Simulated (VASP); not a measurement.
Input of a VASP 6.6.1 run:

Contents of POSCAR:

```
AlGa3N4
1.0
    5.1455897724      0.0000000000      0.0000000000
    0.0000000000      3.1670776200      0.0000000000
   -0.0037175149      0.0000000000      5.4836534091
Al Ga N
1 3 4
Direct
    0.0005010800      0.5000000000      0.6673044000
    0.4991393100      0.5000000000      0.3351465300
    0.4991348800      0.0000000000      0.8313261600
    0.9999082200      0.0000000000      0.1662408900
    0.1192384400      0.5000000000      0.3412971500
    0.1168290500      0.0000000000      0.8252645200
    0.6202470100      0.0000000000      0.1661509300
    0.6376086077      0.4877581289      0.6706020673
```

Contents of INCAR.step1:

```
PREC     = Accurate       # precision mode
ENCUT    = 520            # plane-wave cutoff, eV
ISMEAR   = 0              # smearing method
SIGMA    = 0.05           # smearing width, eV
LREAL    = F              # projectors in reciprocal space
LASPH    = T              # aspherical terms in the spheres
NELM     = 60             # most SCF steps
NBANDS   = 41             # bands
GGA      = PE             # functional
ALGO     = Normal         # electronic algorithm
EDIFF    = 1E-4           # SCF threshold, eV
LWAVE    = T              # write WAVECAR
LCHARG   = F              # write CHGCAR
```

File INCAR.step2:

```
PREC     = Accurate       # precision mode
ENCUT    = 520            # plane-wave cutoff, eV
EDIFF    = 1E-7           # SCF threshold, eV
ISMEAR   = 0              # smearing method
SIGMA    = 0.05           # smearing width, eV
LREAL    = F              # projectors in reciprocal space
LASPH    = T              # aspherical terms in the spheres
NELM     = 60             # most SCF steps
ALGO     = Normal         # electronic algorithm
ISIF     = 2              # what is computed and relaxed
LWAVE    = F              # write WAVECAR
LCHARG   = F              # write CHGCAR
METAGGA  = R2SCAN         # meta-GGA
LMIXTAU  = T            
NBANDS   = 41             # bands
ISTART   = 1
```

Contents of KPOINTS:

```
regular mesh
0
Gamma
  6 8 6
```

Potentials or basis: VASP PAW PBE potentials, release 64 (Al, Ga_d, N).

Command:

```console
$ cat potpaw_PBE.64/Al/POTCAR potpaw_PBE.64/Ga_d/POTCAR potpaw_PBE.64/N/POTCAR > POTCAR
$ cp INCAR.step1 INCAR
$ mpirun -np 1 vasp_std > vasp.out
$ cp INCAR.step2 INCAR
$ mpirun -np 1 vasp_std > vasp.out
```

(1) Predict the pressure.

(2) What does it give for the band gap on the k mesh?

(3) What does it give for the largest force?

## Answers

(1) 0.0 GPa.

(2) 2.84 eV.

(3) 0.874 eV/Å.

Caveat: the PAW data sets were made with another functional, which shifts forces and pressure a little.
